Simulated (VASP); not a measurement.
# Si3N4 (P6_3/m) in VASP: a series of runs, part 2 of 2

VASP 6.6.1.

### Step 3. Single point, r2SCAN (epitaxial xy strain +2.0%)

File POSCAR:

```
Si3N4
1.0
    7.7577773369      0.0000000000      0.0000000000
   -3.8788886685      6.7184322507      0.0000000000
    0.0000000000      0.0000000000      2.8853158166
Si N
6 8
Direct
    0.2292091089      0.8223152881      0.7500000000
    0.4068938208      0.2292091089      0.2500000000
    0.8223152881      0.5931061792      0.2500000000
    0.1776847119      0.4068938208      0.7500000000
    0.5931061792      0.7707908911      0.7500000000
    0.7707908911      0.1776847119      0.2500000000
    0.3333333333      0.6666666667      0.7500000000
    0.6666666667      0.3333333333      0.2500000000
    0.9685238664      0.6692713809      0.7500000000
    0.2992524856      0.9685238664      0.2500000000
    0.6692713809      0.7007475144      0.2500000000
    0.3307286191      0.2992524856      0.7500000000
    0.0314761336      0.3307286191      0.2500000000
    0.7007475144      0.0314761336      0.7500000000
```

File INCAR.step1:

```
  PREC = Accurate
  ENCUT = 520
  ISMEAR = 0
  SIGMA = 0.01
  LREAL = False
  LASPH = True
  NELM = 80
  NBANDS = 45
  GGA = PE
  ALGO = Normal
  EDIFF = 1E-4
  LWAVE = True
  LCHARG = False
```

File INCAR.step2:

```
  PREC = Accurate
  ENCUT = 520
  EDIFF = 1E-6
  ISMEAR = 0
  SIGMA = 0.01
  LREAL = False
  LASPH = True
  NELM = 80
  ALGO = Normal
  ISIF = 2
  LWAVE = False
  LCHARG = False
  METAGGA = R2SCAN
  LMIXTAU = True
  NBANDS = 45
  ISTART = 1
```

File KPOINTS:

```
regular mesh
0
Gamma
  6 6 8
```

Potentials or basis: VASP PAW PBE potentials, release 64 (Si, N).

Run with:

```bash
> cat potpaw_PBE.64/Si/POTCAR potpaw_PBE.64/N/POTCAR > POTCAR
> cp INCAR.step1 INCAR
> mpirun -np 1 vasp_std > vasp.out
> cp INCAR.step2 INCAR
> mpirun -np 1 vasp_std > vasp.out
```

Wall time 11 min (1 thread of Intel Xeon 6975P-C, shared host); peak memory 0.42 GiB.

It converged, with:

```
Free energy            : -143.9583 eV
Pressure               : -7.7 GPa
Band gap on the k mesh : 5.01 eV, indirect (least direct gap 5.16 eV)
```

Stress tensor (GPa, compression positive):
```
-11.45   0.00   0.00
  0.00 -11.45   0.00
  0.00   0.00  -0.15
```

Levels at points of the mesh, in eV from the valence-band top:
```
           k point  band 29  band 30  band 31  band 32  band 33  band 34  band 35  band 36
(0.00, 0.00, 0.00)    -1.29    -0.46    -0.26    -0.02     5.13     5.29     5.68     5.68
(0.50, 0.00, 0.00)    -1.34    -0.84    -0.14    -0.08     5.23     5.57     5.82     5.97
(0.00, 0.00, 0.50)    -1.60    -1.60    -1.30    -1.30     5.07     5.07     5.07     5.07
(0.50, 0.00, 0.50)    -1.49    -1.49    -1.05    -1.05     5.07     5.07     6.26     6.26
```

Caveat: the cell differs from its parent crystal (epitaxial xy strain +2.0%); the PAW data sets were made with another functional, which shifts forces and pressure a little. A k mesh can miss the band edges.

### Step 4. Single point, r2SCAN (epitaxial xy strain -1.0%)

File POSCAR:

```
Si3N4
1.0
    7.5296074153      0.0000000000      0.0000000000
   -3.7648037076      6.5208313022      0.0000000000
    0.0000000000      0.0000000000      2.9180195049
Si N
6 8
Direct
    0.2314122550      0.8259085857      0.7500000000
    0.4055036693      0.2314122550      0.2500000000
    0.8259085857      0.5944963307      0.2500000000
    0.1740914143      0.4055036693      0.7500000000
    0.5944963307      0.7685877450      0.7500000000
    0.7685877450      0.1740914143      0.2500000000
    0.3333333333      0.6666666667      0.7500000000
    0.6666666667      0.3333333333      0.2500000000
    0.9687320067      0.6699322031      0.7500000000
    0.2987998036      0.9687320067      0.2500000000
    0.6699322031      0.7012001964      0.2500000000
    0.3300677969      0.2987998036      0.7500000000
    0.0312679933      0.3300677969      0.2500000000
    0.7012001964      0.0312679933      0.7500000000
```

File INCAR.step1:

```
SYSTEM = Si3N4
  ALGO = Normal
  EDIFF = 1E-4
  ENCUT = 520
  GGA = PE
  ISMEAR = 0
  LASPH = .True.
  LCHARG = .False.
  LREAL = .False.
  LWAVE = .True.
  NBANDS = 45
  NELM = 60
  PREC = Accurate
  SIGMA = 0.01
```

File INCAR.step2:

```
SYSTEM = Si3N4
  ALGO = Normal
  EDIFF = 1E-6
  ENCUT = 520
  ISIF = 2
  ISMEAR = 0
  ISTART = 1
  LASPH = .True.
  LCHARG = .True.
  LELF = .True.
  LMIXTAU = .True.
  LREAL = .False.
  LVHAR = .True.
  LWAVE = .False.
  METAGGA = R2SCAN
  NBANDS = 45
  NELM = 60
  PREC = Accurate
  SIGMA = 0.01
```

File KPOINTS:

```
k-points
0
Gamma
  6 6 8
  0 0 0
```

Run with:

```bash
> cat potpaw_PBE.64/Si/POTCAR potpaw_PBE.64/N/POTCAR > POTCAR
> cp INCAR.step1 INCAR
> mpirun -np 1 vasp_std > vasp.out
> cp INCAR.step2 INCAR
> mpirun -np 1 vasp_std > vasp.out
```

Wall time 8.7 min (1 thread of Intel Xeon Platinum 8559C (Emerald Rapids), shared host); peak memory 0.39 GiB.

Results (log left out):

| Quantity | Value |
| --- | --- |
| Free energy | -144.1094 eV |
| Pressure | 3.9 GPa |
| Band gap on the k mesh | 4.83 eV, indirect (least direct gap 5.11 eV) |

Stress tensor (GPa, compression positive):
```
 5.90  0.00  0.00
 0.00  5.90  0.00
 0.00  0.00 -0.24
```

Levels at points of the mesh, in eV from the valence-band top:
```csv
k point,band 30,band 31,band 32,band 33,band 34,band 35
"(0.00, 0.00, 0.00)",-0.56,-0.38,-0.28,4.83,5.29,5.50
"(0.50, 0.00, 0.00)",-0.78,-0.42,-0.34,5.24,5.27,5.42
"(0.00, 0.00, 0.50)",-1.71,-1.38,-1.38,5.48,5.48,5.48
"(0.50, 0.00, 0.50)",-1.58,-1.08,-1.08,5.63,5.63,6.61
```

Caveat: the cell differs from its parent crystal (epitaxial xy strain -1.0%); the PAW data sets were made with another functional, which shifts forces and pressure a little. A k mesh can miss the band edges.

### Step 5. Single point, r2SCAN

This run uses another cell than the first one, of 10.40 Å³/atom, 0.984 times its volume.

File POSCAR:

```
Si3N4
1.0
    7.6056640558      0.0000000000      0.0000000000
   -3.8028320279      6.5866982850      0.0000000000
    0.0000000000      0.0000000000      2.9056464664
Si N
6 8
Direct
    0.2306108591      0.8245677903      0.7500000000
    0.4060430687      0.2306108591      0.2500000000
    0.8245677903      0.5939569313      0.2500000000
    0.1754322097      0.4060430687      0.7500000000
    0.5939569313      0.7693891409      0.7500000000
    0.7693891409      0.1754322097      0.2500000000
    0.3333333333      0.6666666667      0.7500000000
    0.6666666667      0.3333333333      0.2500000000
    0.9687373408      0.6696818164      0.7500000000
    0.2990555244      0.9687373408      0.2500000000
    0.6696818164      0.7009444756      0.2500000000
    0.3303181836      0.2990555244      0.7500000000
    0.0312626592      0.3303181836      0.2500000000
    0.7009444756      0.0312626592      0.7500000000
```

File INCAR.step1:

```
SYSTEM = Si3N4
ALGO = Normal
EDIFF = 1E-4
ENCUT = 520
GGA = PE
ISMEAR = 0
LASPH = .TRUE.
LCHARG = .FALSE.
LREAL = .FALSE.
LWAVE = .TRUE.
NBANDS = 45
NELM = 60
PREC = Accurate
SIGMA = 0.01
```

File INCAR.step2:

```
SYSTEM = Si3N4
ALGO = Normal
EDIFF = 1E-6
ENCUT = 520
ISIF = 2
ISMEAR = 0
ISTART = 1
LASPH = .TRUE.
LCHARG = .FALSE.
LMIXTAU = .TRUE.
LREAL = .FALSE.
LWAVE = .FALSE.
METAGGA = R2SCAN
NBANDS = 45
NELM = 60
PREC = Accurate
SIGMA = 0.01
```

File KPOINTS:

```
k-points
0
G
  6 6 8
  0 0 0
```

Run with:

```bash
> cat potpaw_PBE.64/Si/POTCAR potpaw_PBE.64/N/POTCAR > POTCAR
> cp INCAR.step1 INCAR
> mpirun -np 1 vasp_std > vasp.out
> cp INCAR.step2 INCAR
> mpirun -np 1 vasp_std > vasp.out
```

Run time: 8.9 min. Hardware: 1 thread of Intel Xeon Platinum 8559C (Emerald Rapids), shared host; peak memory 0.41 GiB.

It converged, with:

- Free energy: -144.1657 eV
- Pressure: -0.2 GPa
- Band gap on the k mesh: 5.00 eV, indirect (least direct gap 5.20 eV)

Levels at points of the mesh, in eV from the valence-band top:
```
           k point  band 28  band 29  band 30  band 31  band 32  band 33  band 34  band 35  band 36  band 37
(0.00, 0.00, 0.00)    -1.30    -1.30    -0.46    -0.40    -0.19     5.00     5.28     5.57     5.57     5.91
(0.50, 0.00, 0.00)    -1.73    -1.35    -0.80    -0.33    -0.25     5.27     5.39     5.57     5.97     6.33
(0.00, 0.00, 0.50)    -1.67    -1.67    -1.67    -1.35    -1.35     5.35     5.35     5.35     5.35     7.98
(0.50, 0.00, 0.50)    -1.93    -1.55    -1.55    -1.07    -1.07     5.45     5.45     6.52     6.52     6.93
```

Caveat: the PAW data sets were made with another functional, which shifts forces and pressure a little.

### Step 6. Overview

```tsv
cell	gap on the mesh (eV)	pressure (GPa)
a = 7.682, b = 7.682, c = 2.895 Å, angles 90.0, 90.0, 120.0°, 14 atoms	5.16	-4.0
a = 7.758, b = 7.758, c = 2.885 Å, angles 90.0, 90.0, 120.0°, 14 atoms	5.01	-7.7
a = 7.530, b = 7.530, c = 2.918 Å, angles 90.0, 90.0, 120.0°, 14 atoms	4.83	3.9
a = 7.606, b = 7.606, c = 2.906 Å, angles 90.0, 90.0, 120.0°, 14 atoms	5.00	-0.2
```

Alike in all rows: task single point; level r2SCAN; potentials or basis VASP PAW PBE potentials, release 64 (Si, N); no spin polarisation; k mesh 6 × 6 × 8; cutoff (eV) 520; smearing gaussian 0.01 eV.

Caveats: the PAW data sets were made with another functional, which shifts forces and pressure a little.

Total energies depend on the potentials used, so only differences within one code and one set of settings carry meaning.
